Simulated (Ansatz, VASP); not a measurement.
## NaGeBr3 in VASP and in Ansatz

File POSCAR:

```
NaGeBr3
1.0
    5.3090168093      0.0000000000      0.0000000000
    0.0000000000      5.3090168093      0.0000000000
    0.0000000000      0.0000000000      5.3090168093
Na Ge Br
1 1 3
Direct
    0.0000000000      0.0000000000      0.0000000000
    0.5000000000      0.5000000000      0.5000000000
    0.5000000000      0.5000000000      0.0000000000
    0.5000000000      0.0000000000      0.5000000000
    0.0000000000      0.5000000000      0.5000000000
```

File INCAR.step1:

```
PREC     = Accurate       # precision mode
ENCUT    = 520            # plane-wave cutoff, eV
ISMEAR   = -1             # smearing method
SIGMA    = 0.02           # smearing width, eV
LREAL    = F              # projectors in reciprocal space
LASPH    = T              # aspherical terms in the spheres
NELM     = 100            # most SCF steps
NBANDS   = 29             # bands
GGA      = PE             # functional
ALGO     = Normal         # electronic algorithm
EDIFF    = 1E-4           # SCF threshold, eV
LWAVE    = T              # write WAVECAR
LCHARG   = F              # write CHGCAR
```

File INCAR.step2:

```
PREC     = Accurate       # precision mode
ENCUT    = 520            # plane-wave cutoff, eV
EDIFF    = 1E-6           # SCF threshold, eV
ISMEAR   = -1             # smearing method
SIGMA    = 0.02           # smearing width, eV
LREAL    = F              # projectors in reciprocal space
LASPH    = T              # aspherical terms in the spheres
NELM     = 100            # most SCF steps
ALGO     = Normal         # electronic algorithm
ISIF     = 2              # what is computed and relaxed
LWAVE    = F              # write WAVECAR
LCHARG   = F              # write CHGCAR
METAGGA  = R2SCAN         # meta-GGA
LMIXTAU  = T            
NBANDS   = 29             # bands
ISTART   = 1
```

Contents of KPOINTS:

```
Automatic mesh
0
Gamma
  6 6 6
```

Input for Ansatz:

```yaml
crystal:
  lattice:
    - [5.3090168093, 0.0, 0.0]
    - [0.0, 5.3090168093, 0.0]
    - [0.0, 0.0, 5.3090168093]
  atoms:
    - { symbol: Na, position: [0.0, 0.0, 0.0] }
    - { symbol: Ge, position: [0.5, 0.5, 0.5] }
    - { symbol: Br, position: [0.5, 0.5, 0.0] }
    - { symbol: Br, position: [0.5, 0.0, 0.5] }
    - { symbol: Br, position: [0.0, 0.5, 0.5] }
kpoints:
  mp_grid: { grid: [6, 6, 6] }
  band_path:
    path: [[0.0, 0.0, 0.0], [0.0, 0.5, 0.0], [0.5, 0.5, 0.0], [0.5, 0.5, 0.5]]
    npoints: 1
hamiltonian:
  xc: r2scan
scf:
  occupations: { method: fermi_dirac, width: 0.02 }
  n_extra_bands: 5
output:
  forces: true
  stress: true
  eigenvalues: true
  write_density: true
  write_potential: true
  elf: true
  volumetric_format: npy
```

Change from the starting cell: hydrostatic strain -3.0%.

Alike in both runs: task single point; functional r2SCAN; k mesh 6 × 6 × 6; occupations fermi-dirac, width 0.02 eV; no spin polarisation.

|  | VASP | Ansatz |
| --- | --- | --- |
| version | VASP 6.6.1 | Ansatz 0.2.0 |
| potentials or method | VASP PAW PBE potentials, release 64 (Na_pv, Ge_d, Br) | plane waves, PAW |
| plane-wave cutoff (eV) | 520 | 500 |
| valence electrons in the cell | 42 | 44 |

|  | VASP | Ansatz | Ansatz less VASP |
| --- | --- | --- | --- |
| pressure (GPa) | 2.3 | 2.4 | +0.06 |

VASP's potentials were made for PBE, not for r2SCAN. The functional is the same, so the differences come from potentials, cutoffs and numerics. VASP's potentials hold 42 valence electrons a cell and Ansatz's 44, so a difference there can come from the potentials and not from the codes.
